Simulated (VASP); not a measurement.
# Co (Fm-3m) in VASP: a series of runs, part 2 of 2

VASP 6.6.1.

## 3. Single point, PBE, collinear spin, ferromagnetic start

Input file INCAR:

```
PREC     = Accurate       # precision mode
ENCUT    = 520            # plane-wave cutoff, eV
EDIFF    = 1E-6           # SCF threshold, eV
ISMEAR   = -1             # smearing method
SIGMA    = 0.1            # smearing width, eV
LREAL    = False          # projectors in reciprocal space
LASPH    = True           # aspherical terms in the spheres
NELM     = 150            # most SCF steps
ALGO     = Normal         # electronic algorithm
ISIF     = 2              # what is computed and relaxed
LWAVE    = False          # write WAVECAR
LCHARG   = False          # write CHGCAR
ISPIN    = 2              # spin polarisation
MAGMOM   = 3.4            # initial moments
LORBIT   = 11             # projections on sites
NUPDOWN  = 3.4            # fixed moment
LMAXMIX  = 4              # l up to which the mixer works
GGA      = PE             # functional
NBANDS   = 14             # bands
```

Input file KPOINTS:

```
regular mesh
0
Gamma
  15 15 15
```

Input file POSCAR:

```
Co
1.0
    0.0000000000      1.8074000000      1.8074000000
    1.8074000000      0.0000000000      1.8074000000
    1.8074000000      1.8074000000      0.0000000000
Co
1
Direct
    0.0000000000      0.0000000000      0.0000000000
```

Potentials or basis: VASP PAW PBE potentials, release 64 (Co).

Started as:

```console
> cat potpaw_PBE.64/Co/POTCAR > POTCAR
> mpirun -np 1 vasp_std > vasp.out
```

OUTCAR:

```text
PREC = Accurate
   ENCUT = 520
   EDIFF = 1E-6
   ISMEAR = -1
   LREAL = False
   LASPH = True
   NELM = 150
   ISIF = 2
   ISPIN = 2
   LORBIT = 11
   NUPDOWN = 3.4
   GGA = PE

 ion  position               nearest neighbor table
   1  0.000  0.000  0.000-

  LATTYP: Found a face centered cubic cell.
 ALAT       =     3.6148000000

  Lattice vectors:

 A1 = (   0.0000000000,   1.8074000000,   1.8074000000)
 A2 = (   1.8074000000,   0.0000000000,   1.8074000000)
 A3 = (   1.8074000000,   1.8074000000,   0.0000000000)

Analysis of symmetry for initial positions (statically):
=====================================================================
 Subroutine PRICEL returns:
 Original cell was already a primitive cell.

 Routine SETGRP: Setting up the symmetry group for a
 face centered cubic supercell.

 Subroutine GETGRP returns: Found 48 space group operations
 (whereof 48 operations were pure point group operations)
 out of a pool of 48 trial point group operations.

The static configuration has the point symmetry O_h .

Analysis of symmetry for dynamics (positions and initial velocities):
[... 595 lines left out ...]
      3       7.9479      0.92518
      4       7.9479      0.92518
      5       9.2317      0.00003
      6       9.2317      0.00003
      7      31.9911      0.00000
      8      36.0796      0.00000
      9      36.0796      0.00000
     10      36.0797      0.00000
     11      38.8623      0.00000
     12      38.8623      0.00000
     13      38.8623      0.00000
     14      41.2601      0.00000
[... 379 lines left out ...]
      3       8.3150      0.23938
      4       8.3370      0.20155
      5       8.8562      0.00140
      6       9.4075      0.00001
      7      28.6500      0.00000
      8      31.1676      0.00000
      9      31.3030      0.00000
     10      33.5079      0.00000
     11      38.1928      0.00000
     12      41.8519      0.00000
     13      43.4045      0.00000
     14      43.9917      0.00000

 [... further k-points ...]
[... 5 lines left out ...]
  --------------------------------------------------------------------------------------
  -------------------------------------------------------------------------------------
  Total        2.9583914      2.9583914      2.9583914      0.0000000      0.0000000      0.0000000
  in kB      401.3963242    401.3963242    401.3963242      0.0000000      0.0000000      0.0000000
  external PRESSURE =     401.3963242 kB  Pullay stress =       0.0000000 kB

 VOLUME and BASIS-vectors are now :
 -----------------------------------------------------------------------------
  energy-cutoff  :      520.00
  volume of cell :       11.81
      direct lattice vectors                 reciprocal lattice vectors
     0.000000000  1.807400000  1.807400000    -0.276640478  0.276640478  0.276640478
     1.807400000  0.000000000  1.807400000     0.276640478 -0.276640478  0.276640478
     1.807400000  1.807400000  0.000000000     0.276640478  0.276640478 -0.276640478

 POSITION                                       TOTAL-FORCE (eV/Angst)
 -----------------------------------------------------------------------------------
      0.00000      0.00000      0.00000         0.000000     -0.000000     -0.000000
 -----------------------------------------------------------------------------------
    total drift:                               -0.000000     -0.000000     -0.000000

  FREE ENERGIE OF THE ION-ELECTRON SYSTEM (eV)
  ---------------------------------------------------
  free  energy   TOTEN  =        -4.0720942381 eV

  energy  without entropy=       -4.0198680569  energy(sigma->0) =       -4.04598115

 total charge

# of ion       s       p       d       tot
------------------------------------------
    1        0.544   0.634   6.858   8.036

 magnetization (x)

# of ion       s       p       d       tot
------------------------------------------
    1        0.118   0.272   2.792   3.183
```

OSZICAR:

```text
N       E                     dE             d eps       ncg     rms          rms(c)
DAV:   1     0.330674025256E+02    0.33067E+02   -0.37399E+03  6950   0.762E+02
DAV:   2    -0.469555881692E+01   -0.37763E+02   -0.35380E+02  7446   0.155E+02
DAV:   3    -0.590888642044E+01   -0.12133E+01   -0.12070E+01  8352   0.284E+01
DAV:   4    -0.591813632408E+01   -0.92499E-02   -0.92474E-02  8192   0.230E+00
DAV:   5    -0.591829906486E+01   -0.16274E-03   -0.16273E-03  8978   0.278E-01    0.155E+01
DAV:   6    -0.417252744174E+01    0.17458E+01   -0.11922E+01  9308   0.487E+01    0.980E+00
DAV:   7    -0.409503530018E+01    0.77492E-01   -0.45940E-01  7798   0.845E+00    0.543E+00
DAV:   8    -0.408257974425E+01    0.12456E-01   -0.10296E-02  9036   0.857E-01    0.275E+00
DAV:   9    -0.407275207085E+01    0.98277E-02   -0.22934E-03  9932   0.463E-01    0.280E-01
DAV:  10    -0.407213430648E+01    0.61776E-03   -0.21174E-03  9604   0.415E-01    0.512E-02
DAV:  11    -0.407209262938E+01    0.41677E-04   -0.75418E-05 10848   0.553E-02    0.440E-02
DAV:  12    -0.407209528974E+01   -0.26604E-05   -0.25629E-06  7876   0.158E-02    0.223E-02
DAV:  13    -0.407209423505E+01    0.10547E-05   -0.43127E-06  6794   0.180E-02    0.727E-04
DAV:  14    -0.407209423812E+01   -0.30711E-08   -0.48863E-08  4368   0.200E-03
   1 F= -.40720942E+01 E0= -.40459811E+01  d E =-.522262E-01  mag=     3.4000
```

stdout:

```text
POSCAR found type information on POSCAR Co
 POSCAR found :  1 types and       1 ions
 scaLAPACK will be used
 LDA part: xc-table for (Slater+PW92), standard interpolation
 POSCAR, INCAR and KPOINTS ok, starting setup
 FFT: planning ... GRIDC
 FFT: planning ... GRID_SOFT
 FFT: planning ... GRID
 WAVECAR not read
 entering main loop
```

Wall time 38 s (1 thread of AMD EPYC 7R43 (Zen 3), shared host); peak memory 0.12 GiB.

Results:

```
Free energy                                           : -4.0721 eV
Pressure                                              : 40.1 GPa
Net moment                                            : 3.40 μB per cell
Site moments                                          : Co +3.18 μB
Valence electrons inside the program's atomic spheres : Co 8.04
```

Caveat: the total moment is fixed, so each spin has its own Fermi level.

## 4. Single point, PBE, collinear spin, ferromagnetic start

Input file INCAR:

```
SYSTEM = Co
PREC     = Accurate       ! precision mode
ENCUT    = 520            ! plane-wave cutoff, eV
EDIFF    = 1E-6           ! SCF threshold, eV
ISMEAR   = -1             ! smearing method
SIGMA    = 0.1            ! smearing width, eV
LREAL    = .FALSE.        ! projectors in reciprocal space
LASPH    = .TRUE.         ! aspherical terms in the spheres
NELM     = 150            ! most SCF steps
ALGO     = Normal         ! electronic algorithm
ISIF     = 2              ! what is computed and relaxed
LWAVE    = .FALSE.        ! write WAVECAR
LCHARG   = .TRUE.         ! write CHGCAR
ISPIN    = 2              ! spin polarisation
MAGMOM   = 0.42           ! initial moments
LORBIT   = 11             ! projections on sites
NUPDOWN  = 0.42           ! fixed moment
LMAXMIX  = 4              ! l up to which the mixer works
GGA      = PE             ! functional
LELF     = .TRUE.         ! ELF
LVHAR    = .TRUE.       
NBANDS   = 14             ! bands
```

Input file KPOINTS:

```
Automatic mesh
0
G
  15 15 15
  0 0 0
```

POSCAR is that of step 3.

Started as:

```console
> cat potpaw_PBE.64/Co/POTCAR > POTCAR
> mpirun -np 1 vasp_std > vasp.out
```

Wall time 35 s (1 thread of AMD EPYC 7R43 (Zen 3), shared host); peak memory 0.12 GiB.

Results (log left out):

```
Free energy                                           : -6.7667 eV
Pressure                                              : -23.7 GPa
Net moment                                            : 0.42 μB per cell
Site moments                                          : Co +0.43 μB
Valence electrons inside the program's atomic spheres : Co 8.12
```

Caveat: the total moment is fixed, so each spin has its own Fermi level.

## 5. Single point, PBE, collinear spin, ferromagnetic start

Input file INCAR:

```
PREC = Accurate ; ENCUT = 520
EDIFF = 1E-6 ; ISMEAR = -1
SIGMA = 0.1 ; LREAL = False
LASPH = True ; NELM = 150
ALGO = Normal ; ISIF = 2
LWAVE = False ; LCHARG = True
ISPIN = 2 ; MAGMOM = 1.27
LORBIT = 11 ; NUPDOWN = 1.27
LMAXMIX = 4 ; GGA = PE
LELF = True ; LVHAR = True
NBANDS = 14
```

Input file KPOINTS:

```
regular mesh
0
Gamma
  15 15 15
```

POSCAR is that of step 4.

Started as:

```console
> cat potpaw_PBE.64/Co/POTCAR > POTCAR
> mpirun -np 1 vasp_std > vasp.out
```

Run time: 35 s. Hardware: 1 thread of AMD EPYC 7R43 (Zen 3), shared host; peak memory 0.11 GiB.

Results (log left out):

- Free energy: -6.9172 eV
- Pressure: -18.6 GPa
- Net moment: 1.27 μB per cell
- Site moments: Co +1.31 μB
- Valence electrons inside the program's atomic spheres: Co 8.12

Caveat: the total moment is fixed, so each spin has its own Fermi level.

## 6. Single point, PBE, collinear spin, ferromagnetic start

Input file INCAR:

```
PREC     = Accurate       # precision mode
ENCUT    = 520            # plane-wave cutoff, eV
EDIFF    = 1E-6           # SCF threshold, eV
ISMEAR   = -1             # smearing method
SIGMA    = 0.1            # smearing width, eV
LREAL    = F              # projectors in reciprocal space
LASPH    = T              # aspherical terms in the spheres
NELM     = 150            # most SCF steps
ALGO     = Normal         # electronic algorithm
ISIF     = 2              # what is computed and relaxed
LWAVE    = F              # write WAVECAR
LCHARG   = T              # write CHGCAR
ISPIN    = 2              # spin polarisation
MAGMOM   = 2.12           # initial moments
LORBIT   = 11             # projections on sites
NUPDOWN  = 2.12           # fixed moment
LMAXMIX  = 4              # l up to which the mixer works
GGA      = PE             # functional
LELF     = T              # ELF
LVHAR    = T            
NBANDS   = 14             # bands
```

KPOINTS is that of step 5.

POSCAR is that of step 5.

Potentials or basis: VASP PAW PBE potentials, release 64 (Co).

Started as:

```console
> cat potpaw_PBE.64/Co/POTCAR > POTCAR
> mpirun -np 1 vasp_std > vasp.out
```

Wall time 40 s (1 thread of AMD EPYC 7R43 (Zen 3), shared host); peak memory 0.12 GiB.

It converged, with:

- Free energy: -6.8503 eV
- Pressure: -6.5 GPa
- Net moment: 2.12 μB per cell
- Site moments: Co +2.11 μB
- Valence electrons inside the program's atomic spheres: Co 8.10

Caveat: the total moment is fixed, so each spin has its own Fermi level.

## 7. Summary

| fixed moment (μB) | pressure (GPa) | moment (μB) |
| --- | --- | --- |
| 2.55 | 3.8 | 2.55 |
| 3.4 | 40.1 | 3.40 |
| 0.42 | -23.7 | 0.42 |
| 1.27 | -18.6 | 1.27 |
| 2.12 | -6.5 | 2.12 |

Alike in all rows: task single point; level PBE; potentials or basis VASP PAW PBE potentials, release 64 (Co); spin collinear, ferromagnetic start; cell as given; k mesh 15 × 15 × 15; cutoff (eV) 520; smearing fermi-dirac 0.1 eV.

Caveats: the total moment is fixed, so each spin has its own Fermi level.

Total energies depend on the potentials used, so only differences within one code and one set of settings carry meaning.
